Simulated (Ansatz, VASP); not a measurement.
# MgO in VASP and in Ansatz

```
Mg O
1.0
     5.52307    0.00000    0.00000
     0.00000    5.52307    0.00000
     0.00000    0.00000    5.52307
Mg O
6 6
Direct
  0.25000 0.98963 0.50000
  0.00000 0.51037 0.25000
  0.50000 0.75000 0.00000
  0.75000 0.98963 0.50000
  0.00000 0.51037 0.75000
  0.50000 0.25000 0.00000
  0.25000 0.51536 0.00000
  0.50000 0.98464 0.25000
  0.00000 0.75000 0.50000
  0.75000 0.51536 0.00000
  0.50000 0.98464 0.75000
  0.00000 0.25000 0.50000
```

Change from the starting cell: mode 14 frozen in at -0.072 Å and mode 24 at +0.029 Å (largest displacements).

Alike in both runs: task single point; functional LDA; k mesh 4 × 4 × 4; occupations gaussian, width 0.05 eV; no spin polarisation.

|  | VASP | Ansatz |
| --- | --- | --- |
| version | VASP 6.6.1 | Ansatz 0.2.0 |
| potentials or method | VASP PAW LDA potentials, release 64 (Mg, O), cutoff 520 eV | scalar-relativistic, plane waves, PAW |
| valence electrons in the cell | 48 | 96 |

VASP gave:

| Quantity | Value |
| --- | --- |
| gap on the k mesh at the Fermi level (eV) | 2.83 |
| least direct gap on the mesh (eV) | 2.84 |
| pressure (GPa) | -0.3 |
| rms of the force components (eV/Å) | 0.366 |

Question: Estimate Ansatz's values.

Answer: gap on the k mesh at the Fermi level (eV): 2.84; least direct gap on the mesh (eV): 2.84; pressure (GPa): 0.4; rms of the force components (eV/Å): 0.356.

Ansatz warns that its potentials were made for another functional, while VASP's fit it. LDA's correlation is that of Perdew and Zunger in VASP and of Perdew and Wang (1992) in Ansatz. Atom by atom the forces differ by 0.010 eV/Å (rms over components). VASP's potentials hold 48 valence electrons a cell and Ansatz's 96, so a difference there can come from the potentials and not from the codes.
